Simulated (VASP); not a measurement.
# Ru6Cl in VASP: notebook

The runs below take Ru6Cl through single point, with PBE.

All numbers are computed with VASP 6.6.1; they aren't measurements. Logs are shortened: lines on timing, memory, paths and dates and some standing lists are left out, and cuts for length are marked.

## (1) The cell of the first run

The cell holds a slab with vacuum, 7 atoms: a = 2.720 Å, b = 4.297 Å, c = 20.838 Å, α = 90.00°, β = 90.00°, γ = 90.00°.

## (2) Single point, PBE

File INCAR:

```
ALGO = Normal
DIPOL = 0.5 0.5 0.353
EDIFF = 1E-6
ENCUT = 520
GGA = PE
IDIPOL = 3
ISIF = 2
ISMEAR = 0
LASPH = T
LCHARG = F
LDIPOL = T
LREAL = F
LWAVE = F
NBANDS = 54
NELM = 60
PREC = Accurate
SIGMA = 0.1
```

File KPOINTS:

```
k-points
0
Gamma
  10 6 1
```

File POSCAR:

```
Ru6Cl
1.0
    2.7197977463      0.0000000000      0.0000000000
    0.0000000000      4.2966597637      0.0000000000
    0.0000000000      0.0000000000     20.8383397203
Ru Cl
6 1
Direct
    0.0000000000      0.7500000000      0.1919538722
    0.5000000000      0.2500000000      0.2296314412
    0.5000000000      0.7500000000      0.3049865789
    0.0000000000      0.2500000000      0.3407382299
    0.0000000000      0.7500000000      0.4168575065
    0.5000000000      0.2500000000      0.4481326174
    1.0000000000      0.4500000000      0.5365543737
```

Potentials or basis: VASP PAW PBE potentials, release 64 (Ru_pv, Cl).

On the command line:

```
$ cat potpaw_PBE.64/Ru_pv/POTCAR potpaw_PBE.64/Cl/POTCAR > POTCAR
$ mpirun -np 1 vasp_std > vasp.out
```

OUTCAR:

```text
EDIFF = 1E-6
   ENCUT = 520
   GGA = PE
   ISIF = 2
   ISMEAR = 0
   LASPH = T
   LREAL = F
   NELM = 60
   PREC = Accurate

 ion  position               nearest neighbor table
   1  0.000  0.750  0.192-   2 2.66   2 2.66   2 2.66   2 2.66   3 2.72   3 2.72
   2  0.500  0.250  0.230-   3 2.66   3 2.66   1 2.66   1 2.66   1 2.66   1 2.66   4 2.69   4 2.69

   3  0.500  0.750  0.305-   4 2.65   4 2.65   4 2.65   4 2.65   2 2.66   2 2.66   5 2.70   5 2.70
                             1 2.72   1 2.72
   4  0.000  0.250  0.341-   6 2.62   6 2.62   3 2.65   3 2.65   3 2.65   3 2.65   5 2.67   5 2.67
                             2 2.69   2 2.69
   5  0.000  0.750  0.417-   6 2.62   6 2.62   6 2.62   6 2.62   4 2.67   4 2.67   3 2.70   3 2.70
                             7 2.81
   6  0.500  0.250  0.448-   7 2.45   7 2.45   4 2.62   4 2.62   5 2.62   5 2.62   5 2.62   5 2.62

   7  0.000  0.450  0.537-   6 2.45   6 2.45   5 2.81

  LATTYP: Found a simple orthorhombic cell.
 ALAT       =     2.7197977463
 B/A-ratio  =     1.5797717935
 C/A-ratio  =     7.6617240192

  Lattice vectors:

 A1 = (   2.7197977463,   0.0000000000,   0.0000000000)
 A2 = (   0.0000000000,   4.2966597637,   0.0000000000)
 A3 = (   0.0000000000,   0.0000000000,  20.8383397203)

Analysis of symmetry for initial positions (statically):
=====================================================================
 Subroutine PRICEL returns:
 Original cell was already a primitive cell.

 Routine SETGRP: Setting up the symmetry group for a
 simple orthorhombic supercell.

 Subroutine GETGRP returns: Found  2 space group operations
 (whereof  2 operations were pure point group operations)
 out of a pool of  8 trial point group operations.

The static configuration has the point symmetry C_1h.

Analysis of symmetry for dynamics (positions and initial velocities):
=====================================================================
 Subroutine PRICEL returns:
 Original cell was already a primitive cell.

 Routine SETGRP: Setting up the symmetry group for a
 simple orthorhombic supercell.

 Subroutine GETGRP returns: Found  2 space group operations
 (whereof  2 operations were pure point group operations)
 out of a pool of  8 trial point group operations.

The dynamic configuration has the point symmetry C_1h.

 Subroutine INISYM returns: Found  2 space group operations
 (whereof  2 operations are pure point group operations),
 and found     1 'primitive' translations

----------------------------------------------------------------------------------------

                                     Primitive cell

  volume of cell :     243.5178

  direct lattice vectors                    reciprocal lattice vectors
     2.719797746  0.000000000  0.000000000     0.367674398  0.000000000  0.000000000
     0.000000000  4.296659764  0.000000000     0.000000000  0.232738931  0.000000000
     0.000000000  0.000000000 20.838339720     0.000000000  0.000000000  0.047988468

  length of vectors
     2.719797746  4.296659764 20.838339720     0.367674398  0.232738931  0.047988468

  position of ions in fractional coordinates (direct lattice)
     0.000000000  0.750000000  0.191953872
     0.500000000  0.250000000  0.229631441
     0.500000000  0.750000000  0.304986579
     0.000000000  0.250000000  0.340738230
     0.000000000  0.750000000  0.416857507
     0.500000000  0.250000000  0.448132617
     0.000000000  0.450000000  0.536554374

  ion indices of the primitive-cell ions
   primitive index   ion index
                 1           1
                 2           2
                 3           3
                 4           4
                 5           5
                 6           6
                 7           7

----------------------------------------------------------------------------------------

 KPOINTS: k-points

Automatic generation of k-mesh.
 Grid dimensions read from file:
 generate k-points for:   10    6    1

 Generating k-lattice:

  Cartesian coordinates                     Fractional coordinates (reciprocal lattice)
     0.036767440  0.000000000  0.000000000     0.100000000  0.000000000  0.000000000
     0.000000000  0.038789822  0.000000000     0.000000000  0.166666667  0.000000000
     0.000000000  0.000000000  0.047988468     0.000000000  0.000000000  1.000000000

  Length of vectors
     0.036767440  0.038789822  0.047988468

  Shift w.r.t. Gamma in fractional coordinates (k-lattice)
     0.000000000  0.000000000  0.000000000

 Subroutine IBZKPT returns following result:
 ===========================================

 Found     24 irreducible k-points:

 Following reciprocal coordinates:
            Coordinates               Weight
  0.000000  0.000000  0.000000      1.000000
  0.100000  0.000000  0.000000      2.000000
  0.200000  0.000000  0.000000      2.000000
  0.300000  0.000000  0.000000      2.000000
  0.400000  0.000000  0.000000      2.000000
  0.500000  0.000000  0.000000      1.000000
[... 16 lines left out ...]
  0.400000  0.500000  0.000000      2.000000
  0.500000  0.500000  0.000000      1.000000
   k-points           NKPTS =     24   k-points in BZ     NKDIM =     24   number of bands    NBANDS=     54
   number of dos      NEDOS =    301   number of ions     NIONS =      7
   total plane-waves  NPLWV = 102400
   dimension x,y,z NGX =    20 NGY =   32 NGZ =  160
   dimension x,y,z NGXF=    40 NGYF=   64 NGZF=  320
   ions per type =               6   1
   NGX,Y,Z   is equivalent  to a cutoff of  12.22, 12.38, 12.76 a.u.
   NGXF,Y,Z  is equivalent  to a cutoff of  24.45, 24.76, 25.53 a.u.
 SYSTEM =  unknown system
   PREC   = accura    normal or accurate (medium, high low for compatibility)
   ISTART =      0    job   : 0-new  1-cont  2-samecut
   ICHARG =      2    charge: 1-file 2-atom 10-const
   ISPIN  =      1    spin polarized calculation?
   LNONCOLLINEAR =      F non collinear calculations
   LSORBIT =      F    spin-orbit coupling
   LASPH  =      T    aspherical Exc in radial PAW
   ENCUT  =  520.0 eV  38.22 Ry    6.18 a.u.   5.06  7.99 38.75*2*pi/ulx,y,z
   NELM   =     60;   NELMIN=  2; NELMDL= -5     # of ELM steps
   EDIFF  = 0.1E-05   stopping-criterion for ELM
   LREAL  =      F    real-space projection
   EDIFFG = 0.1E-04   stopping-criterion for IOM
   NSW    =      0    number of steps for IOM
   IBRION =     -1    ionic relax: 0-MD 1-quasi-New 2-CG
   NFREE  =      0    steps in history (QN), initial steepest desc. (CG)
   ISIF   =      2    stress and relaxation
   ISYM   =      2    0-nonsym 1-usesym 2-fastsym
   POTIM  = 0.5000    time-step for ionic-motion
   TEBEG  =    0.0;   TEEND  =   0.0 temperature during run
   PSTRESS=    0.0 pullay stress
   NELECT =      91.0000    total number of electrons
   NUPDOWN=      -1.0000    fix difference up-down
   EMIN   =  10.00;   EMAX   =-10.00  energy-range for DOS
   EFERMI =   0.00;   METHOD = LEGACY
   ISMEAR =     0;   SIGMA  =   0.10  broadening in eV -4-tet -1-fermi 0-gaus
   EFERMI_NEDOS =   21; number of points for ismear=-14 and -15
   IALGO  =     38    algorithm
   IMIX   =      4    mixing-type and parameters
     AMIX     =   0.40;   BMIX     =  1.00
     AMIX_MAG =   1.60;   BMIX_MAG =  1.00
  volume/ion in A,a.u.               =      34.79       234.76
  Fermi-wavevector in a.u.,A,eV,Ry     =   1.179175  2.228318 18.918283  1.390455
  Thomas-Fermi vector in A             =   2.315491
   LORBIT       =      0    0 simple, 1 ext, 2 COOP (PROOUT), +10 PAW based schemes
   GGA     = PE    functional components
   LHFCALC =     F    Hartree Fock is set to
   AEXX    =    0.0000 exact exchange contribution
   IVDW    =     0    specifies the selected vdW correction
   LEPSILON=     F    determine dielectric tensor
   LRPA    =     F    only Hartree local field effects (RPA)
 non-spin polarized calculation
 Gauss-broadening in eV      SIGMA  =   0.10
  energy-cutoff  :      520.00
  volume of cell :      243.52
 maximum number of plane-waves:      6614
   NGX = 11   NGY = 15   NGZ = 77

 dipolmoment           0.000000      0.000000     -0.001813 electrons x Angstroem

 number of electron      91.0000042 magnetization

 dipolmoment           0.000000      0.000000      0.032932 electrons x Angstroem

 Free energy of the ion-electron system (eV)
  ---------------------------------------------------
  ext. energy  EPLUGINS =         0.00000000
  ---------------------------------------------------
  free energy    TOTEN  =       -54.18950518 eV

  energy without entropy =      -54.14569164  energy(sigma->0) =      -54.16759841

 E-fermi :   1.8103     XC(G=0):  -6.3543

 val. band max:        1.8089482827   @ k =   0.2000   0.1667   0.0000
 cond. band min:       1.8469899473   @ k =   0.3000   0.1667   0.0000
 fundamental gap:      0.0380416646
 Fermi energy:         1.8102546316

 k-point     1 :       0.0000    0.0000    0.0000
  band No.  band energies     occupation
      1     -41.8167      2.00000
      2     -41.6082      2.00000
      3     -41.5257      2.00000
      4     -41.4230      2.00000
      5     -41.3286      2.00000
      6     -41.2252      2.00000
[... 46 lines left out ...]
     53       3.2751      0.00000
     54       3.6580      0.00000

 k-point     2 :       0.1000    0.0000    0.0000
  band No.  band energies     occupation
      1     -41.7925      2.00000
      2     -41.5935      2.00000
      3     -41.5063      2.00000
      4     -41.4158      2.00000
      5     -41.3106      2.00000
      6     -41.2780      2.00000
[... 46 lines left out ...]
     53       3.4894      0.00000
     54       3.5411      0.00000

 k-point     3 :       0.2000    0.0000    0.0000
  band No.  band energies     occupation
      1     -41.7239      2.00000
      2     -41.5630      2.00000
      3     -41.4530      2.00000
      4     -41.4215      2.00000
      5     -41.3781      2.00000
      6     -41.2657      2.00000
[... 46 lines left out ...]
     53       3.3413      0.00000
     54       3.4820      0.00000
[... 1084 lines left out ...]
 k-point    23 :       0.4000    0.5000    0.0000
  band No.  band energies     occupation
      1     -41.7759      2.00000
      2     -41.7434      2.00000
      3     -41.7339      2.00000
      4     -41.5351      2.00000
      5     -41.4243      2.00000
      6     -41.4042      2.00000
[... 46 lines left out ...]
     53       4.4788      0.00000
     54       4.6817      0.00000

 k-point    24 :       0.5000    0.5000    0.0000
  band No.  band energies     occupation
      1     -41.8130      2.00000
      2     -41.7811      2.00000
      3     -41.7716      2.00000
      4     -41.5622      2.00000
      5     -41.4637      2.00000
      6     -41.4230      2.00000
[... 46 lines left out ...]
     53       5.0299      0.00000
     54       5.7874      0.00000

------------------------ aborting loop because EDIFF is reached ----------------------------------------

 vacuum level on the upper side and lower side of the slab       (xc-potential included)         0.136        -0.255

  FORCE on cell =-STRESS in cart. coord.  units (eV):
  Direction    XX          YY          ZZ          XY          YZ          ZX
  --------------------------------------------------------------------------------------
  -------------------------------------------------------------------------------------
  Total        0.8390355     -2.0817359     -0.2352335      0.0000000     -0.2107890      0.0000000
  in kB        5.5202686    -13.6963711     -1.5476727      0.0000000     -1.3868447      0.0000000
  external PRESSURE =      -3.2412584 kB  Pullay stress =       0.0000000 kB

 VOLUME and BASIS-vectors are now :
 -----------------------------------------------------------------------------
  energy-cutoff  :      520.00
  volume of cell :      243.52
      direct lattice vectors                 reciprocal lattice vectors
     2.719797746  0.000000000  0.000000000     0.367674398  0.000000000  0.000000000
     0.000000000  4.296659764  0.000000000     0.000000000  0.232738931  0.000000000
     0.000000000  0.000000000 20.838339720     0.000000000  0.000000000  0.047988468

 POSITION                                       TOTAL-FORCE (eV/Angst)
 -----------------------------------------------------------------------------------
      0.00000      3.22249      4.00000         0.000000     -0.020303      0.860765
      1.35990      1.07416      4.78514         0.000000     -0.018485     -0.680790
      1.35990      3.22249      6.35541         0.000000      0.020340     -0.026601
      0.00000      1.07416      7.10042         0.000000     -0.030055     -0.468256
      0.00000      3.22249      8.68662         0.000000      0.486613     -0.401658
      1.35990      1.07416      9.33834         0.000000     -0.388186      0.739659
      0.00000      1.93350     11.18090         0.000000     -0.049924     -0.023119
 -----------------------------------------------------------------------------------
    total drift:                               -0.000000      0.000193      0.000225

  FREE ENERGIE OF THE ION-ELECTRON SYSTEM (eV)
  ---------------------------------------------------
  free  energy   TOTEN  =       -54.1895051833 eV

  energy  without entropy=      -54.1456916360  energy(sigma->0) =      -54.16759841

 vacuum level on the upper side and lower side of the slab         7.019         6.511
```

Run time: 7.3 min. Hardware: 1 thread of Intel Xeon 6975P-C (Granite Rapids), shared host; peak memory 0.44 GiB.

What came out:

* Free energy: -54.1895 eV
* Largest force: 0.861 eV/Å
* Band gap on the k mesh: zero (an odd number of electrons rules out a gap without spin polarisation)

Forces in eV/Å, atoms in the order of the input:
```
Ru   0.000 -0.020  0.861
Ru   0.000 -0.018 -0.681
Ru   0.000  0.020 -0.027
Ru   0.000 -0.030 -0.468
Ru   0.000  0.487 -0.402
Ru   0.000 -0.388  0.740
Cl   0.000 -0.050 -0.023
```

## (3) Single point, PBE

File INCAR:

```
SYSTEM = Ru6Cl
PREC = Accurate
ENCUT = 520
EDIFF = 1E-7
ISMEAR = 0
SIGMA = 0.1
LREAL = .False.
LASPH = .True.
NELM = 100
ALGO = Normal
ISIF = 2
LWAVE = .False.
LCHARG = .False.
LDIPOL = .True.
IDIPOL = 3
DIPOL = 0.5 0.5 0.352
GGA = PE
NBANDS = 54
```

File KPOINTS:

```
Automatic mesh
0
Gamma
  10 6 1
  0 0 0
```

Changes to POSCAR since step 2:

```diff
@@ -14,2 +14,2 @@
     0.5000000000      0.2500000000      0.4481326174
-    1.0000000000      0.4500000000      0.5365543737
+    0.8333333333      0.7500000000      0.5286063531
```

Potentials or basis: VASP PAW PBE potentials, release 64 (Ru_pv, Cl).

On the command line:

```
$ cat potpaw_PBE.64/Ru_pv/POTCAR potpaw_PBE.64/Cl/POTCAR > POTCAR
$ mpirun -np 1 vasp_std > vasp.out
```

It took 6.4 min on 1 thread of Intel Xeon 6975P-C (Granite Rapids), shared host; peak memory 0.44 GiB.

Results (log left out):

- Free energy: -53.9678 eV
- Largest force: 1.003 eV/Å
- Band gap on the k mesh: zero (an odd number of electrons rules out a gap without spin polarisation)

Forces in eV/Å, atoms in the order of the input:
```
Ru   0.088  0.000  0.786
Ru  -0.059  0.000 -0.587
Ru  -0.055  0.000 -0.176
Ru   0.015  0.000 -0.190
Ru  -0.258  0.000 -0.800
Ru   0.219  0.000  0.979
Cl   0.051  0.000 -0.012
```

Levels at points of the mesh, in eV from the Fermi level:
```
           k point  band 42  band 43  band 44  band 45  band 46  band 47  band 48  band 49  band 50  band 51
(0.00, 0.00, 0.00)    -1.24    -1.19    -0.96    -0.72    -0.20    -0.17    -0.11     0.07     1.05     1.21
(0.50, 0.00, 0.00)    -0.76    -0.09     0.05     0.17     0.61     1.03     1.22     1.34     1.51     1.58
(0.00, 0.50, 0.00)    -1.11    -0.73    -0.35    -0.24     0.14     0.34     0.43     0.47     0.63     0.64
(0.50, 0.50, 0.00)    -0.92     0.10     0.12     0.46     1.00     1.08     1.30     1.32     1.49     1.61
```

## (4) Single point, PBE

File INCAR:

```
PREC = Accurate ; ENCUT = 520
EDIFF = 1E-6 ; ISMEAR = 0
SIGMA = 0.1 ; LREAL = False
LASPH = True ; NELM = 80
ALGO = Normal ; ISIF = 2
LWAVE = False ; LCHARG = False
LDIPOL = True ; IDIPOL = 3
DIPOL = 0.5 0.5 0.352 ; GGA = PE
NBANDS = 54
```

File KPOINTS:

```
Automatic mesh
0
Gamma
  10 6 1
```

Changes to POSCAR since step 3:

```diff
@@ -14,2 +14,2 @@
     0.5000000000      0.2500000000      0.4481326174
-    0.8333333333      0.7500000000      0.5286063531
+    1.0000000000      0.6500000000      0.5287515090
```

On the command line:

```
$ cat potpaw_PBE.64/Ru_pv/POTCAR potpaw_PBE.64/Cl/POTCAR > POTCAR
$ mpirun -np 1 vasp_std > vasp.out
```

It took 4.9 min on 1 thread of Intel Xeon 6975P-C (Granite Rapids), shared host; peak memory 0.44 GiB.

It converged, with:

* Free energy: -54.0707 eV
* Largest force: 0.698 eV/Å
* Band gap on the k mesh: zero (an odd number of electrons rules out a gap without spin polarisation)

Forces in eV/Å, atoms in the order of the input:
```
Ru   0.000 -0.012  0.698
Ru   0.000 -0.022 -0.560
Ru   0.000  0.039 -0.121
Ru   0.000  0.008 -0.175
Ru   0.000  0.408 -0.392
Ru   0.000 -0.095  0.563
Cl   0.000 -0.325 -0.013
```

Levels at points of the mesh, in eV from the Fermi level:
```
           k point  band 44  band 45  band 46  band 47  band 48  band 49
(0.00, 0.00, 0.00)    -0.97    -0.92    -0.33    -0.11    -0.06     0.10
(0.50, 0.00, 0.00)     0.07     0.17     0.68     1.09     1.25     1.35
(0.00, 0.50, 0.00)    -0.26    -0.07     0.10     0.32     0.44     0.45
(0.50, 0.50, 0.00)     0.25     0.47     1.09     1.13     1.23     1.31
```

## (5) Summary

| cell | gap on the mesh (eV) | largest force (eV/Å) |
| --- | --- | --- |
| as given, atomic positions A | none | 0.86 |
| as given, atomic positions B | none | 1.00 |
| as given, atomic positions C | none | 0.70 |

Alike in all rows: task single point; level PBE; potentials or basis VASP PAW PBE potentials, release 64 (Ru_pv, Cl); no spin polarisation; k mesh 10 × 6 × 1; cutoff (eV) 520; smearing gaussian 0.1 eV.

Absolute energies hang on the potentials; compare differences alone.

The gap in the log of VASP goes by the Fermi energy; the results here count the filled bands.